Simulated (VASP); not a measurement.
# Na (Fm-3m) in VASP: further runs

Na is run at these levels: LDA; tasks: single point.

Everything below comes from runs of VASP 6.6.1. Logs are shortened: lines on timing, memory, paths and dates and some standing lists are left out, and cuts for length are marked.

### 1 The cell of the first run

It takes space group Fm-3m (No. 225, cubic). Conventional cell: a = 5.025 Å, b = 5.025 Å, c = 5.025 Å, α = 90.00°, β = 90.00°, γ = 90.00°. Within 4.7 Å of Na (site symmetry m-3m) lie 12 Na at 3.55 Å.

### 2 Single point, LDA (volume scaled by 0.95)

INCAR

```
SYSTEM = Na
ALGO     = Normal         ! electronic algorithm
EDIFF    = 1E-7           ! SCF threshold, eV
ENCUT    = 520            ! plane-wave cutoff, eV
GGA      = CA             ! functional
ISIF     = 2              ! what is computed and relaxed
ISMEAR   = -1             ! smearing method
LASPH    = .True.         ! aspherical terms in the spheres
LCHARG   = .False.        ! write CHGCAR
LREAL    = .False.        ! projectors in reciprocal space
LWAVE    = .False.        ! write WAVECAR
NBANDS   = 10             ! bands
NELM     = 80             ! most SCF steps
PREC     = Accurate       ! precision mode
SIGMA    = 0.05           ! smearing width, eV
```

KPOINTS

```
k-points
0
Gamma
  13 13 13
  0 0 0
```

POSCAR

```
Na
1.0
    0.0000000000      2.5126848622      2.5126848622
    2.5126848622      0.0000000000      2.5126848622
    2.5126848622      2.5126848622      0.0000000000
Na
1
Direct
    0.0000000000      0.0000000000      0.0000000000
```

Potentials or basis: VASP PAW LDA potentials, release 64 (Na_pv).

On the command line:

```console
> cat potpaw_LDA.64/Na_pv/POTCAR > POTCAR
> mpirun -np 1 vasp_std > vasp.out
```

OUTCAR:

```text
SYSTEM = Na
   EDIFF = 1E-7
   ENCUT = 520
   GGA = CA
   ISIF = 2
   ISMEAR = -1
   LASPH = .True.
   LREAL = .False.
   NELM = 80
   PREC = Accurate

 ion  position               nearest neighbor table
   1  0.000  0.000  0.000-

  LATTYP: Found a face centered cubic cell.
 ALAT       =     5.0253697244

  Lattice vectors:

 A1 = (   0.0000000000,   2.5126848622,   2.5126848622)
 A2 = (   2.5126848622,   0.0000000000,   2.5126848622)
 A3 = (   2.5126848622,   2.5126848622,   0.0000000000)

Analysis of symmetry for initial positions (statically):
=====================================================================
 Subroutine PRICEL returns:
 Original cell was already a primitive cell.

 Routine SETGRP: Setting up the symmetry group for a
 face centered cubic supercell.

 Subroutine GETGRP returns: Found 48 space group operations
 (whereof 48 operations were pure point group operations)
 out of a pool of 48 trial point group operations.

The static configuration has the point symmetry O_h .

Analysis of symmetry for dynamics (positions and initial velocities):
=====================================================================
 Subroutine PRICEL returns:
 Original cell was already a primitive cell.

 Routine SETGRP: Setting up the symmetry group for a
 face centered cubic supercell.

 Subroutine GETGRP returns: Found 48 space group operations
 (whereof 48 operations were pure point group operations)
 out of a pool of 48 trial point group operations.

The dynamic configuration has the point symmetry O_h .

 Subroutine INISYM returns: Found 48 space group operations
 (whereof 48 operations are pure point group operations),
 and found     1 'primitive' translations

----------------------------------------------------------------------------------------

                                     Primitive cell

  volume of cell :      31.7281

  direct lattice vectors                    reciprocal lattice vectors
     0.000000000  2.512684862  2.512684862    -0.198990334  0.198990334  0.198990334
     2.512684862  0.000000000  2.512684862     0.198990334 -0.198990334  0.198990334
     2.512684862  2.512684862  0.000000000     0.198990334  0.198990334 -0.198990334

  length of vectors
     3.553473010  3.553473010  3.553473010     0.344661369  0.344661369  0.344661369

  position of ions in fractional coordinates (direct lattice)
     0.000000000  0.000000000  0.000000000

  ion indices of the primitive-cell ions
   primitive index   ion index
[... 72 lines left out ...]
   NELM   =     80;   NELMIN=  2; NELMDL= -5     # of ELM steps
   EDIFF  = 0.1E-06   stopping-criterion for ELM
   LREAL  =      F    real-space projection
   EDIFFG = 0.1E-05   stopping-criterion for IOM
   NSW    =      0    number of steps for IOM
   IBRION =     -1    ionic relax: 0-MD 1-quasi-New 2-CG
   NFREE  =      0    steps in history (QN), initial steepest desc. (CG)
   ISIF   =      2    stress and relaxation
   ISYM   =      2    0-nonsym 1-usesym 2-fastsym
   POTIM  = 0.5000    time-step for ionic-motion
   TEBEG  =    0.0;   TEEND  =   0.0 temperature during run
   PSTRESS=    0.0 pullay stress
   NELECT =       7.0000    total number of electrons
   NUPDOWN=      -1.0000    fix difference up-down
   EMIN   =  10.00;   EMAX   =-10.00  energy-range for DOS
   EFERMI =   0.00;   METHOD = LEGACY
   ISMEAR =    -1;   SIGMA  =   0.05  broadening in eV -4-tet -1-fermi 0-gaus
   EFERMI_NEDOS =   21; number of points for ismear=-14 and -15
   IALGO  =     38    algorithm
   IMIX   =      4    mixing-type and parameters
     AMIX     =   0.40;   BMIX     =  1.00
     AMIX_MAG =   1.60;   BMIX_MAG =  1.00
  volume/ion in A,a.u.               =      31.73       214.11
  Fermi-wavevector in a.u.,A,eV,Ry     =   0.989220  1.869354 13.314061  0.978556
  Thomas-Fermi vector in A             =   2.120803
   LORBIT       =      0    0 simple, 1 ext, 2 COOP (PROOUT), +10 PAW based schemes
   GGA     = CA    functional components
   LHFCALC =     F    Hartree Fock is set to
   AEXX    =    0.0000 exact exchange contribution
   IVDW    =     0    specifies the selected vdW correction
   LEPSILON=     F    determine dielectric tensor
   LRPA    =     F    only Hartree local field effects (RPA)
 non-spin polarized calculation
  energy-cutoff  :      520.00
  volume of cell :       31.73
 maximum number of plane-waves:       881
   NGX = 13   NGY = 13   NGZ = 13

 number of electron       7.0000002 magnetization

 Free energy of the ion-electron system (eV)
  ---------------------------------------------------
  ext. energy  EPLUGINS =         0.00000000
  ---------------------------------------------------
  free energy    TOTEN  =        -1.45168268 eV

  energy without entropy =       -1.44714093  energy(sigma->0) =       -1.44941181

 E-fermi :   0.6478     XC(G=0):  -7.1799

 val. band max:        0.5336232333   @ k =   0.3846   0.3846   0.0000
 cond. band min:       0.6639647369   @ k =  -0.3077   0.2308   0.0769
 fundamental gap:      0.1303415037
 Fermi energy:         0.6478291560

 k-point     1 :       0.0000    0.0000    0.0000
  band No.  band energies     occupation
      1     -24.1986      2.00000
      2     -24.1986      2.00000
      3     -24.1986      2.00000
      4      -2.9967      2.00000
      5      12.6242      0.00000
      6      12.6242      0.00000
      7      12.6242      0.00000
      8      14.0292      0.00000
      9      14.6459      0.00000
     10      14.6459      0.00000
[... 287 lines left out ...]
 k-point    24 :       0.4615    0.1538    0.0000
  band No.  band energies     occupation
      1     -24.2527      2.00000
      2     -24.2136      2.00000
      3     -24.2101      2.00000
      4       0.3937      1.98767
      5       3.4903      0.00000
      6       8.8708      0.00000
      7      10.1232      0.00000
      8      11.2396      0.00000
      9      15.4115      0.00000
     10      16.3959      0.00000

 [... further k-points ...]
[... 5 lines left out ...]
  --------------------------------------------------------------------------------------
  -------------------------------------------------------------------------------------
  Total        0.0986618      0.0986618      0.0986618      0.0000000      0.0000000      0.0000000
  in kB        4.9821345      4.9821345      4.9821345      0.0000000      0.0000000      0.0000000
  external PRESSURE =       4.9821345 kB  Pullay stress =       0.0000000 kB

 VOLUME and BASIS-vectors are now :
 -----------------------------------------------------------------------------
  energy-cutoff  :      520.00
  volume of cell :       31.73
      direct lattice vectors                 reciprocal lattice vectors
     0.000000000  2.512684862  2.512684862    -0.198990334  0.198990334  0.198990334
     2.512684862  0.000000000  2.512684862     0.198990334 -0.198990334  0.198990334
     2.512684862  2.512684862  0.000000000     0.198990334  0.198990334 -0.198990334

 POSITION                                       TOTAL-FORCE (eV/Angst)
 -----------------------------------------------------------------------------------
      0.00000      0.00000      0.00000         0.000000      0.000000     -0.000000
 -----------------------------------------------------------------------------------
    total drift:                               -0.000000     -0.000000     -0.000000

  FREE ENERGIE OF THE ION-ELECTRON SYSTEM (eV)
  ---------------------------------------------------
  free  energy   TOTEN  =        -1.4516826820 eV

  energy  without entropy=       -1.4471409281  energy(sigma->0) =       -1.44941181
```

Run time: 21 s. Hardware: 1 thread of Intel Xeon Platinum 8259CL at 2.50GHz (Skylake/Cascade Lake), shared host; peak memory 0.14 GiB.

Results:

| Item | Value |
| --- | --- |
| Free energy | -1.4517 eV |
| Pressure | 0.5 GPa |

### 3 Single point, LDA (volume scaled by 0.95)

INCAR

```
SYSTEM = Na
PREC = Accurate
ENCUT = 520
EDIFF = 1E-7
ISMEAR = -1
SIGMA = 0.05
LREAL = .FALSE.
LASPH = .TRUE.
NELM = 60
ALGO = Normal
ISIF = 2
LWAVE = .FALSE.
LCHARG = .FALSE.
NBANDS = 10
```

KPOINTS

```
regular mesh
0
G
  13 13 13
  0 0 0
```

POSCAR is that of step 2.

Potentials or basis: VASP PAW LDA potentials, release 64 (Na_pv).

On the command line:

```console
> cat potpaw_LDA.64/Na_pv/POTCAR > POTCAR
> mpirun -np 1 vasp_std > vasp.out
```

OUTCAR:

```text
SYSTEM = Na
   PREC = Accurate
   ENCUT = 520
   EDIFF = 1E-7
   ISMEAR = -1
   LREAL = .FALSE.
   LASPH = .TRUE.
   NELM = 60
   ISIF = 2

 ion  position               nearest neighbor table
   1  0.000  0.000  0.000-

  LATTYP: Found a face centered cubic cell.
 ALAT       =     5.0253697244

  Lattice vectors:

 A1 = (   0.0000000000,   2.5126848622,   2.5126848622)
 A2 = (   2.5126848622,   0.0000000000,   2.5126848622)
 A3 = (   2.5126848622,   2.5126848622,   0.0000000000)

Analysis of symmetry for initial positions (statically):
=====================================================================
 Subroutine PRICEL returns:
 Original cell was already a primitive cell.

 Routine SETGRP: Setting up the symmetry group for a
 face centered cubic supercell.

 Subroutine GETGRP returns: Found 48 space group operations
 (whereof 48 operations were pure point group operations)
 out of a pool of 48 trial point group operations.

The static configuration has the point symmetry O_h .

Analysis of symmetry for dynamics (positions and initial velocities):
=====================================================================
 Subroutine PRICEL returns:
 Original cell was already a primitive cell.

 Routine SETGRP: Setting up the symmetry group for a
 face centered cubic supercell.

 Subroutine GETGRP returns: Found 48 space group operations
 (whereof 48 operations were pure point group operations)
 out of a pool of 48 trial point group operations.

The dynamic configuration has the point symmetry O_h .

 Subroutine INISYM returns: Found 48 space group operations
 (whereof 48 operations are pure point group operations),
 and found     1 'primitive' translations

----------------------------------------------------------------------------------------

                                     Primitive cell

  volume of cell :      31.7281

  direct lattice vectors                    reciprocal lattice vectors
     0.000000000  2.512684862  2.512684862    -0.198990334  0.198990334  0.198990334
     2.512684862  0.000000000  2.512684862     0.198990334 -0.198990334  0.198990334
     2.512684862  2.512684862  0.000000000     0.198990334  0.198990334 -0.198990334

  length of vectors
     3.553473010  3.553473010  3.553473010     0.344661369  0.344661369  0.344661369

  position of ions in fractional coordinates (direct lattice)
     0.000000000  0.000000000  0.000000000

  ion indices of the primitive-cell ions
   primitive index   ion index
                 1           1

----------------------------------------------------------------------------------------

 KPOINTS: regular mesh

Automatic generation of k-mesh.
 Grid dimensions read from file:
 generate k-points for:   13   13   13

 Generating k-lattice:

  Cartesian coordinates                     Fractional coordinates (reciprocal lattice)
    -0.015306949  0.015306949  0.015306949     0.076923077  0.000000000  0.000000000
     0.015306949 -0.015306949  0.015306949     0.000000000  0.076923077  0.000000000
     0.015306949  0.015306949 -0.015306949     0.000000000  0.000000000  0.076923077

  Length of vectors
     0.026512413  0.026512413  0.026512413

  Shift w.r.t. Gamma in fractional coordinates (k-lattice)
     0.000000000  0.000000000  0.000000000

 Subroutine IBZKPT returns following result:
 ===========================================

 Found     84 irreducible k-points:

 Following reciprocal coordinates:
            Coordinates               Weight
  0.000000  0.000000  0.000000      1.000000
  0.076923  0.000000  0.000000      8.000000
  0.153846  0.000000  0.000000      8.000000
  0.230769  0.000000  0.000000      8.000000
  0.307692  0.000000  0.000000      8.000000
  0.384615  0.000000  0.000000      8.000000
[... 16 lines left out ...]
  0.384615  0.153846  0.000000     24.000000
  0.461538  0.153846  0.000000     24.000000
 [... further k-points ...]
   k-points           NKPTS =     84   k-points in BZ     NKDIM =     84   number of bands    NBANDS=     10
   number of dos      NEDOS =    301   number of ions     NIONS =      1
   total plane-waves  NPLWV =  21952
   dimension x,y,z NGX =    28 NGY =   28 NGZ =   28
   dimension x,y,z NGXF=    56 NGYF=   56 NGZF=   56
   ions per type =               1
   NGX,Y,Z   is equivalent  to a cutoff of  13.10, 13.10, 13.10 a.u.
   NGXF,Y,Z  is equivalent  to a cutoff of  26.20, 26.20, 26.20 a.u.
 SYSTEM =  Na
   PREC   = accura    normal or accurate (medium, high low for compatibility)
   ISTART =      0    job   : 0-new  1-cont  2-samecut
   ICHARG =      2    charge: 1-file 2-atom 10-const
   ISPIN  =      1    spin polarized calculation?
   LNONCOLLINEAR =      F non collinear calculations
   LSORBIT =      F    spin-orbit coupling
   LASPH  =      T    aspherical Exc in radial PAW
   ENCUT  =  520.0 eV  38.22 Ry    6.18 a.u.   6.61  6.61  6.61*2*pi/ulx,y,z
   NELM   =     60;   NELMIN=  2; NELMDL= -5     # of ELM steps
   EDIFF  = 0.1E-06   stopping-criterion for ELM
   LREAL  =      F    real-space projection
   EDIFFG = 0.1E-05   stopping-criterion for IOM
   NSW    =      0    number of steps for IOM
   IBRION =     -1    ionic relax: 0-MD 1-quasi-New 2-CG
   NFREE  =      0    steps in history (QN), initial steepest desc. (CG)
   ISIF   =      2    stress and relaxation
   ISYM   =      2    0-nonsym 1-usesym 2-fastsym
   POTIM  = 0.5000    time-step for ionic-motion
   TEBEG  =    0.0;   TEEND  =   0.0 temperature during run
   PSTRESS=    0.0 pullay stress
   NELECT =       7.0000    total number of electrons
   NUPDOWN=      -1.0000    fix difference up-down
   EMIN   =  10.00;   EMAX   =-10.00  energy-range for DOS
   EFERMI =   0.00;   METHOD = LEGACY
   ISMEAR =    -1;   SIGMA  =   0.05  broadening in eV -4-tet -1-fermi 0-gaus
   EFERMI_NEDOS =   21; number of points for ismear=-14 and -15
   IALGO  =     38    algorithm
   IMIX   =      4    mixing-type and parameters
     AMIX     =   0.40;   BMIX     =  1.00
     AMIX_MAG =   1.60;   BMIX_MAG =  1.00
  volume/ion in A,a.u.               =      31.73       214.11
  Fermi-wavevector in a.u.,A,eV,Ry     =   0.989220  1.869354 13.314061  0.978556
  Thomas-Fermi vector in A             =   2.120803
   LORBIT       =      0    0 simple, 1 ext, 2 COOP (PROOUT), +10 PAW based schemes
   GGA     = CA    functional components
   LHFCALC =     F    Hartree Fock is set to
   AEXX    =    0.0000 exact exchange contribution
   IVDW    =     0    specifies the selected vdW correction
   LEPSILON=     F    determine dielectric tensor
   LRPA    =     F    only Hartree local field effects (RPA)
 non-spin polarized calculation
  energy-cutoff  :      520.00
  volume of cell :       31.73
 maximum number of plane-waves:       881
   NGX = 13   NGY = 13   NGZ = 13

 number of electron       7.0000002 magnetization

 Free energy of the ion-electron system (eV)
  ---------------------------------------------------
  ext. energy  EPLUGINS =         0.00000000
  ---------------------------------------------------
  free energy    TOTEN  =        -1.45168268 eV

  energy without entropy =       -1.44714093  energy(sigma->0) =       -1.44941181

 E-fermi :   0.6478     XC(G=0):  -7.1799

 val. band max:        0.5336232333   @ k =   0.3846   0.3846   0.0000
 cond. band min:       0.6639647369   @ k =  -0.3077   0.2308   0.0769
 fundamental gap:      0.1303415037
 Fermi energy:         0.6478291560

 k-point     1 :       0.0000    0.0000    0.0000
  band No.  band energies     occupation
      1     -24.1986      2.00000
      2     -24.1986      2.00000
      3     -24.1986      2.00000
      4      -2.9967      2.00000
      5      12.6242      0.00000
      6      12.6242      0.00000
      7      12.6242      0.00000
      8      14.0292      0.00000
      9      14.6459      0.00000
     10      14.6459      0.00000

 k-point     2 :       0.0769    0.0000    0.0000
  band No.  band energies     occupation
      1     -24.2022      2.00000
      2     -24.1991      2.00000
      3     -24.1991      2.00000
      4      -2.8866      2.00000
      5      11.1202      0.00000
      6      12.4451      0.00000
      7      12.4451      0.00000
      8      14.1410      0.00000
      9      14.9789      0.00000
     10      14.9789      0.00000
[... 274 lines left out ...]
 k-point    24 :       0.4615    0.1538    0.0000
  band No.  band energies     occupation
      1     -24.2527      2.00000
      2     -24.2136      2.00000
      3     -24.2101      2.00000
      4       0.3937      1.98767
      5       3.4903      0.00000
      6       8.8708      0.00000
      7      10.1232      0.00000
      8      11.2396      0.00000
      9      15.4115      0.00000
     10      16.3959      0.00000

 [... further k-points ...]
[... 5 lines left out ...]
  --------------------------------------------------------------------------------------
  -------------------------------------------------------------------------------------
  Total        0.0986618      0.0986618      0.0986618      0.0000000      0.0000000      0.0000000
  in kB        4.9821345      4.9821345      4.9821345      0.0000000      0.0000000      0.0000000
  external PRESSURE =       4.9821345 kB  Pullay stress =       0.0000000 kB

 VOLUME and BASIS-vectors are now :
 -----------------------------------------------------------------------------
  energy-cutoff  :      520.00
  volume of cell :       31.73
      direct lattice vectors                 reciprocal lattice vectors
     0.000000000  2.512684862  2.512684862    -0.198990334  0.198990334  0.198990334
     2.512684862  0.000000000  2.512684862     0.198990334 -0.198990334  0.198990334
     2.512684862  2.512684862  0.000000000     0.198990334  0.198990334 -0.198990334

 POSITION                                       TOTAL-FORCE (eV/Angst)
 -----------------------------------------------------------------------------------
      0.00000      0.00000      0.00000         0.000000      0.000000     -0.000000
 -----------------------------------------------------------------------------------
    total drift:                               -0.000000     -0.000000     -0.000000

  FREE ENERGIE OF THE ION-ELECTRON SYSTEM (eV)
  ---------------------------------------------------
  free  energy   TOTEN  =        -1.4516826820 eV

  energy  without entropy=       -1.4471409281  energy(sigma->0) =       -1.44941181
```

OSZICAR:

```text
N       E                     dE             d eps       ncg     rms          rms(c)
DAV:   1     0.297042322971E+02    0.29704E+02   -0.38414E+03  1680   0.613E+02
DAV:   2    -0.871617263674E+00   -0.30576E+02   -0.30428E+02  1732   0.154E+02
DAV:   3    -0.145005794740E+01   -0.57844E+00   -0.57796E+00  2020   0.229E+01
DAV:   4    -0.145426403272E+01   -0.42061E-02   -0.42058E-02  1936   0.193E+00
DAV:   5    -0.145431977701E+01   -0.55744E-04   -0.55743E-04  1950   0.222E-01    0.215E-01
DAV:   6    -0.145267297607E+01    0.16468E-02   -0.82137E-04  2016   0.382E-01    0.138E-01
DAV:   7    -0.145169868479E+01    0.97429E-03   -0.11542E-03  1988   0.381E-01    0.221E-02
DAV:   8    -0.145168239499E+01    0.16290E-04   -0.89818E-05  1992   0.156E-01    0.267E-03
DAV:   9    -0.145168264830E+01   -0.25331E-06   -0.44759E-07  1940   0.744E-03    0.109E-03
DAV:  10    -0.145168268195E+01   -0.33650E-07   -0.72204E-08  1902   0.250E-03
   1 F= -.14516827E+01 E0= -.14494118E+01  d E =-.454175E-02
```

Run time: 19 s. Hardware: 1 thread of Intel Xeon Platinum 8259CL at 2.50GHz (Skylake/Cascade Lake), shared host; peak memory 0.14 GiB.

Results:

```
Free energy : -1.4517 eV
Pressure    : 0.5 GPa
```

[end of part 1 of 2]
